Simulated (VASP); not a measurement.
# Ga3P3H2 in VASP: a series of runs

Runs on Ga3P3H2. Level: PBEsol. Tasks: single point.

All numbers are computed with VASP 6.6.1; they aren't measurements. Logs are shortened: lines on timing, memory, paths and dates and some standing lists are left out, and cuts for length are marked.

### Step 1. The cell of the first run

The cell holds a wire or tube with vacuum around it, 8 atoms: a = 19.700 Å, b = 9.700 Å, c = 3.781 Å, α = 90.00°, β = 90.00°, γ = 90.00°.

### Step 2. Single point, PBEsol, collinear spin

The input, INCAR:

```
PREC = Accurate
ENCUT = 520
EDIFF = 1E-7
ISMEAR = 0
SIGMA = 0.05
LREAL = False
LASPH = True
NELM = 150
ALGO = Normal
ISIF = 2
LWAVE = False
LCHARG = True
ISPIN = 2
MAGMOM = 0 0 1 1 0 0 0 0
LORBIT = 11
GGA = PS
LELF = True
LVHAR = True
NBANDS = 42
```

The input, KPOINTS:

```
Automatic mesh
0
Gamma
  1 1 14
```

The input, POSCAR:

```
Ga3P3H2
1.0
   19.7000000000      0.0000000000      0.0000000000
    0.0000000000      9.7000000000      0.0000000000
    0.0000000000      0.0000000000      3.7806309403
Ga P H
3 3 2
Direct
    0.3778382114      0.5229814510      1.0000000000
    0.5200093932      0.6270520955      0.5000000000
    0.6557555875      0.4552179567      1.0000000000
    0.3154462093      0.4791629317      0.5000000000
    0.4611235257      0.6863669366      1.0000000000
    0.6323713213      0.5764440283      0.5000000000
    0.7007916930      0.3235033834      1.0000000000
    0.3141198278      0.3317626209      0.5000000000
```

Potentials or basis: VASP PAW PBE potentials, release 64 (Ga_d, P, H).

Launch:

```console
$ cat potpaw_PBE.64/Ga_d/POTCAR potpaw_PBE.64/P/POTCAR potpaw_PBE.64/H/POTCAR > POTCAR
$ mpirun -np 1 vasp_std > vasp.out
```

OUTCAR:

```text
PREC = Accurate
   ENCUT = 520
   EDIFF = 1E-7
   ISMEAR = 0
   LREAL = False
   LASPH = True
   NELM = 150
   ISIF = 2
   ISPIN = 2
   LORBIT = 11
   GGA = PS

 ion  position               nearest neighbor table
   1  0.378  0.523  0.000-   5 2.28   4 2.29   4 2.29
   2  0.520  0.627  0.500-   6 2.27   5 2.29   5 2.29
   3  0.656  0.455  0.000-   7 1.56   6 2.27   6 2.27
   4  0.315  0.479  0.500-   8 1.43   1 2.29   1 2.29
   5  0.461  0.686  0.000-   1 2.28   2 2.29   2 2.29
   6  0.632  0.576  0.500-   2 2.27   3 2.27   3 2.27
   7  0.701  0.324  0.000-   3 1.56
   8  0.314  0.332  0.500-   4 1.43

  LATTYP: Found a simple orthorhombic cell.
 ALAT       =     3.7806309403
 B/A-ratio  =     2.5657093097
 C/A-ratio  =     5.2107704537

  Lattice vectors:

 A1 = (   0.0000000000,   0.0000000000,  -3.7806309403)
 A2 = (   0.0000000000,   9.7000000000,   0.0000000000)
 A3 = (  19.7000000000,   0.0000000000,   0.0000000000)

Analysis of symmetry for initial positions (statically):
=====================================================================
 Subroutine PRICEL returns:
 Original cell was already a primitive cell.

 Routine SETGRP: Setting up the symmetry group for a
 simple orthorhombic supercell.

 Subroutine GETGRP returns: Found  2 space group operations
 (whereof  2 operations were pure point group operations)
 out of a pool of  8 trial point group operations.

The static configuration has the point symmetry C_1h.

Analysis of symmetry for dynamics (positions and initial velocities):
=====================================================================
 Subroutine PRICEL returns:
 Original cell was already a primitive cell.

 Routine SETGRP: Setting up the symmetry group for a
 simple orthorhombic supercell.

 Subroutine GETGRP returns: Found  2 space group operations
 (whereof  2 operations were pure point group operations)
 out of a pool of  8 trial point group operations.

The dynamic configuration has the point symmetry C_1h.

Analysis of structural, dynamic, and magnetic symmetry:
=====================================================================
 Subroutine PRICEL returns:
 Original cell was already a primitive cell.

 Routine SETGRP: Setting up the symmetry group for a
 simple orthorhombic supercell.

 Subroutine GETGRP returns: Found  2 space group operations
 (whereof  2 operations were pure point group operations)
 out of a pool of  8 trial point group operations.

The overall configuration has the point symmetry C_1h.

 Subroutine INISYM returns: Found  2 space group operations
 (whereof  2 operations are pure point group operations),
 and found     1 'primitive' translations

----------------------------------------------------------------------------------------

                                     Primitive cell

  volume of cell :     722.4408

  direct lattice vectors                    reciprocal lattice vectors
    19.700000000  0.000000000  0.000000000     0.050761421  0.000000000  0.000000000
     0.000000000  9.700000000  0.000000000     0.000000000  0.103092784  0.000000000
     0.000000000  0.000000000  3.780630940     0.000000000  0.000000000  0.264506114

  length of vectors
    19.700000000  9.700000000  3.780630940     0.050761421  0.103092784  0.264506114

  position of ions in fractional coordinates (direct lattice)
     0.377838211  0.522981451  0.000000000
     0.520009393  0.627052095  0.500000000
     0.655755588  0.455217957  0.000000000
     0.315446209  0.479162932  0.500000000
     0.461123526  0.686366937  0.000000000
     0.632371321  0.576444028  0.500000000
     0.700791693  0.323503383  0.000000000
     0.314119828  0.331762621  0.500000000

  ion indices of the primitive-cell ions
   primitive index   ion index
                 1           1
                 2           2
                 3           3
                 4           4
                 5           5
                 6           6
                 7           7
                 8           8

[... 38 lines left out ...]
   total plane-waves  NPLWV = 302400
   dimension x,y,z NGX =   150 NGY =   72 NGZ =   28
   dimension x,y,z NGXF=   300 NGYF=  144 NGZF=   56
   ions per type =               3   3   2
   NGX,Y,Z   is equivalent  to a cutoff of  12.66, 12.34, 12.31 a.u.
   NGXF,Y,Z  is equivalent  to a cutoff of  25.32, 24.68, 24.62 a.u.
 SYSTEM =  unknown system
   PREC   = accura    normal or accurate (medium, high low for compatibility)
   ISTART =      0    job   : 0-new  1-cont  2-samecut
   ICHARG =      2    charge: 1-file 2-atom 10-const
   ISPIN  =      2    spin polarized calculation?
   LNONCOLLINEAR =      F non collinear calculations
   LSORBIT =      F    spin-orbit coupling
   LASPH  =      T    aspherical Exc in radial PAW
   ENCUT  =  520.0 eV  38.22 Ry    6.18 a.u.  36.63 18.04  7.03*2*pi/ulx,y,z
   NELM   =    150;   NELMIN=  2; NELMDL= -5     # of ELM steps
   EDIFF  = 0.1E-06   stopping-criterion for ELM
   LREAL  =      F    real-space projection
   EDIFFG = 0.1E-05   stopping-criterion for IOM
   NSW    =      0    number of steps for IOM
   IBRION =     -1    ionic relax: 0-MD 1-quasi-New 2-CG
   NFREE  =      0    steps in history (QN), initial steepest desc. (CG)
   ISIF   =      2    stress and relaxation
   ISYM   =      2    0-nonsym 1-usesym 2-fastsym
   POTIM  = 0.5000    time-step for ionic-motion
   TEBEG  =    0.0;   TEEND  =   0.0 temperature during run
   PSTRESS=    0.0 pullay stress
   NELECT =      56.0000    total number of electrons
   NUPDOWN=      -1.0000    fix difference up-down
   EMIN   =  10.00;   EMAX   =-10.00  energy-range for DOS
   EFERMI =   0.00;   METHOD = LEGACY
   ISMEAR =     0;   SIGMA  =   0.05  broadening in eV -4-tet -1-fermi 0-gaus
   EFERMI_NEDOS =   21; number of points for ismear=-14 and -15
   IALGO  =     38    algorithm
   IMIX   =      4    mixing-type and parameters
     AMIX     =   0.40;   BMIX     =  1.00
     AMIX_MAG =   1.60;   BMIX_MAG =  1.00
  volume/ion in A,a.u.               =      90.31       609.41
  Fermi-wavevector in a.u.,A,eV,Ry     =   0.698024  1.319073  6.629261  0.487237
  Thomas-Fermi vector in A             =   1.781513
   LORBIT       =     11    0 simple, 1 ext, 2 COOP (PROOUT), +10 PAW based schemes
   GGA     = PS    functional components
   LHFCALC =     F    Hartree Fock is set to
   AEXX    =    0.0000 exact exchange contribution
   IVDW    =     0    specifies the selected vdW correction
   LEPSILON=     F    determine dielectric tensor
   LRPA    =     F    only Hartree local field effects (RPA)
 spin polarized calculation
 Gauss-broadening in eV      SIGMA  =   0.05
  energy-cutoff  :      520.00
  volume of cell :      722.44
 maximum number of plane-waves:     19488
 NGX is ok and might be reduce to   150
   NGX = 73   NGY = 37   NGZ = 15

 number of electron      56.0000008 magnetization       0.0000233

 number of electron      56.0000008 magnetization      -0.0000067

 Free energy of the ion-electron system (eV)
  ---------------------------------------------------
  ext. energy  EPLUGINS =         0.00000000
  ---------------------------------------------------
  free energy    TOTEN  =       -32.90251882 eV

  energy without entropy =      -32.90251882  energy(sigma->0) =      -32.90251882

 E-fermi :  -3.6122     XC(G=0):  -2.7298

 val. band max:       -3.8624499103   @ k =   0.0000   0.0000   0.0000
 cond. band min:      -1.4246098313   @ k =   0.0000   0.0000   0.5000
 fundamental gap:      2.4378400790
 Fermi energy:        -3.6121940985

 spin component 1

 k-point     1 :       0.0000    0.0000    0.0000
  band No.  band energies     occupation
      1     -18.1154      1.00000
      2     -18.0598      1.00000
      3     -17.9934      1.00000
      4     -17.9630      1.00000
      5     -17.9361      1.00000
      6     -17.9326      1.00000
[... 333 lines left out ...]
     39       3.1000      0.00000
     40       3.1439      0.00000
 Fermi energy:        -3.6121940985

 spin component 2

 k-point     1 :       0.0000    0.0000    0.0000
  band No.  band energies     occupation
      1     -18.1154      1.00000
      2     -18.0598      1.00000
      3     -17.9934      1.00000
      4     -17.9630      1.00000
      5     -17.9361      1.00000
      6     -17.9326      1.00000
[... 333 lines left out ...]
     39       3.1000      0.00000
     40       3.1439      0.00000
 [bands above 40 left out]

------------------------ aborting loop because EDIFF is reached ----------------------------------------

  FORCE on cell =-STRESS in cart. coord.  units (eV):
  Direction    XX          YY          ZZ          XY          YZ          ZX
  --------------------------------------------------------------------------------------
  -------------------------------------------------------------------------------------
  Total       -0.1223046     -0.1415921     -0.1374655      0.0210268      0.0000000      0.0000000
  in kB       -0.2712383     -0.3140128     -0.3048611      0.0466318      0.0000000      0.0000000
  external PRESSURE =      -0.2967041 kB  Pullay stress =       0.0000000 kB

 VOLUME and BASIS-vectors are now :
 -----------------------------------------------------------------------------
  energy-cutoff  :      520.00
  volume of cell :      722.44
      direct lattice vectors                 reciprocal lattice vectors
    19.700000000  0.000000000  0.000000000     0.050761421  0.000000000  0.000000000
     0.000000000  9.700000000  0.000000000     0.000000000  0.103092784  0.000000000
     0.000000000  0.000000000  3.780630940     0.000000000  0.000000000  0.264506114

 POSITION                                       TOTAL-FORCE (eV/Angst)
 -----------------------------------------------------------------------------------
      7.44341      5.07292      0.00000        -0.001478      0.005547      0.000000
     10.24419      6.08241      1.89032        -0.000378     -0.000951      0.000000
     12.91839      4.41561      0.00000         0.014214     -0.015916      0.000000
      6.21429      4.64788      1.89032         0.010671     -0.010533      0.000000
      9.08413      6.65776      0.00000         0.000580     -0.011952      0.000000
     12.45772      5.59151      1.89032        -0.004210     -0.007253      0.000000
     13.80560      3.13798      0.00000        -0.020622      0.027662      0.000000
      6.18816      3.21810      1.89032         0.001223      0.013396      0.000000
 -----------------------------------------------------------------------------------
    total drift:                                0.000242     -0.002251      0.000011

  FREE ENERGIE OF THE ION-ELECTRON SYSTEM (eV)
  ---------------------------------------------------
  free  energy   TOTEN  =       -32.9025188174 eV

  energy  without entropy=      -32.9025188174  energy(sigma->0) =      -32.90251882

 total charge

# of ion       s       p       d       tot
------------------------------------------
    1        0.927   0.793   9.994  11.715
    2        0.922   0.790   9.999  11.711
    3        0.928   0.829   9.991  11.748
    4        1.042   1.494   0.000   2.536
    5        1.047   1.469   0.000   2.516
    6        1.034   1.495   0.000   2.528
    7        0.521   0.010   0.000   0.531
    8        0.542   0.023   0.000   0.565
--------------------------------------------------
tot          6.963   6.903  29.984  43.850

 magnetization (x)

# of ion       s       p       d       tot
------------------------------------------
    1        0.000   0.000   0.000   0.000
    2        0.000   0.000   0.000   0.000
    3        0.000   0.000   0.000   0.000
    4        0.000   0.000   0.000   0.000
    5        0.000   0.000   0.000   0.000
    6        0.000   0.000   0.000   0.000
    7        0.000   0.000   0.000   0.000
    8        0.000   0.000   0.000   0.000
--------------------------------------------------
tot          0.000   0.000   0.000   0.000
```

Wall time 25 min (1 thread of Oxide Virtual Turin-like, shared host); peak memory 1.1 GiB.

What came out:

| Property | Result |
| --- | --- |
| Free energy | -32.9025 eV |
| Largest force | 0.035 eV/Å |
| Band gap on the k mesh | 2.44 eV (least direct gap 2.45 eV) |
| Net moment | 0.00 μB per cell |
| Valence electrons inside the program's atomic spheres | Ga 11.71, 11.75 (each value once); P 2.54, 2.52, 2.53; H 0.53, 0.56 |

Forces in eV/Å, atoms in the order of the input:
```
Ga  -0.001  0.006  0.000
Ga   0.000 -0.001  0.000
Ga   0.014 -0.016  0.000
P    0.011 -0.011  0.000
P    0.001 -0.012  0.000
P   -0.004 -0.007  0.000
H   -0.021  0.028  0.000
H    0.001  0.013  0.000
```

Levels at points of the mesh, in eV from the valence-band top:
Spin up:
```csv
k point,band 25,band 26,band 27,band 28,band 29,band 30,band 31,band 32
"(0.00, 0.00, 0.00)",-0.82,-0.58,-0.54,0.00,2.45,2.86,3.04,3.20
"(0.00, 0.00, 0.50)",-1.80,-0.80,-0.58,-0.44,2.44,2.62,2.67,3.51
```
Spin down:
```csv
k point,band 24,band 25,band 26,band 27,band 28,band 29,band 30,band 31,band 32,band 33
"(0.00, 0.00, 0.00)",-1.12,-0.82,-0.58,-0.54,0.00,2.45,2.86,3.04,3.20,3.70
"(0.00, 0.00, 0.50)",-2.19,-1.80,-0.80,-0.58,-0.44,2.44,2.62,2.67,3.51,3.72
```

Caveat: the PAW data sets were made with another functional, which shifts forces and pressure a little.

### Step 3. Single point, PBEsol, collinear spin

This run uses another cell than the first one.

The input, INCAR:

```
  PREC = Accurate
  ENCUT = 520
  EDIFF = 1E-6
  ISMEAR = 0
  SIGMA = 0.05
  LREAL = F
  LASPH = T
  NELM = 150
  ALGO = Normal
  ISIF = 2
  LWAVE = F
  LCHARG = F
  ISPIN = 2
  MAGMOM = 0 0 1 1 0 0 0 0
  LORBIT = 11
  GGA = PS
  NBANDS = 42
```

The input, KPOINTS:

```
regular mesh
0
Gamma
  1 1 14
```

The input, POSCAR:

```
Ga3P3H2
1.0
   19.7000000000      0.0000000000      0.0000000000
    0.0000000000      9.7000000000      0.0000000000
    0.0000000000      0.0000000000      3.8580479846
Ga P H
3 3 2
Direct
    0.3549072829      0.4812569258      1.0000000000
    0.5245096973      0.4812569258      0.5000000000
    0.6941121117      0.4812569258      1.0000000000
    0.2983731447      0.5187430742      0.5000000000
    0.4679755591      0.5187430742      1.0000000000
    0.6375779735      0.5187430742      0.5000000000
    0.7727664278      0.5073336244      1.0000000000
    0.2272335722      0.4951577799      0.5000000000
```

Potentials or basis: VASP PAW PBE potentials, release 64 (Ga_d, P, H).

Launch:

```console
$ cat potpaw_PBE.64/Ga_d/POTCAR potpaw_PBE.64/P/POTCAR potpaw_PBE.64/H/POTCAR > POTCAR
$ mpirun -np 1 vasp_std > vasp.out
```

Wall time 30 min (1 thread of Oxide Virtual Turin-like, shared host); peak memory 1.1 GiB.

The run converged. Its results:

```
Free energy                                           : -32.4757 eV
Largest force                                         : 0.624 eV/Å
Band gap on the k mesh                                : 1.97 eV
Net moment                                            : 0.00 μB per cell
Valence electrons inside the program's atomic spheres : Ga 11.73, 11.75 (each value once); P 2.55, 2.53 (each value once); H 0.52, 0.57
```

Forces in eV/Å, atoms in the order of the input:
```
Ga  -0.451 -0.137  0.000
Ga  -0.057  0.019  0.000
Ga   0.261  0.421  0.000
P    0.457  0.426  0.000
P   -0.053  0.041  0.000
P   -0.057 -0.164  0.000
H   -0.186 -0.281  0.000
H    0.087 -0.325  0.000
```

Levels at points of the mesh, in eV from the valence-band top:
Spin up:
| k point | band 25 | band 26 | band 27 | band 28 | band 29 | band 30 | band 31 | band 32 |
| --- | --- | --- | --- | --- | --- | --- | --- | --- |
| (0.00, 0.00, 0.00) | -1.28 | -1.27 | -0.77 | -0.72 | 2.30 | 2.37 | 2.70 | 2.87 |
| (0.00, 0.00, 0.50) | -2.27 | -0.56 | -0.49 | 0.00 | 1.97 | 2.33 | 2.51 | 3.03 |
Spin down:
| k point | band 26 | band 27 | band 28 | band 29 | band 30 | band 31 |
| --- | --- | --- | --- | --- | --- | --- |
| (0.00, 0.00, 0.00) | -1.27 | -0.77 | -0.72 | 2.30 | 2.37 | 2.70 |
| (0.00, 0.00, 0.50) | -0.56 | -0.49 | 0.00 | 1.97 | 2.33 | 2.51 |

Caveat: the PAW data sets were made with another functional, which shifts forces and pressure a little.
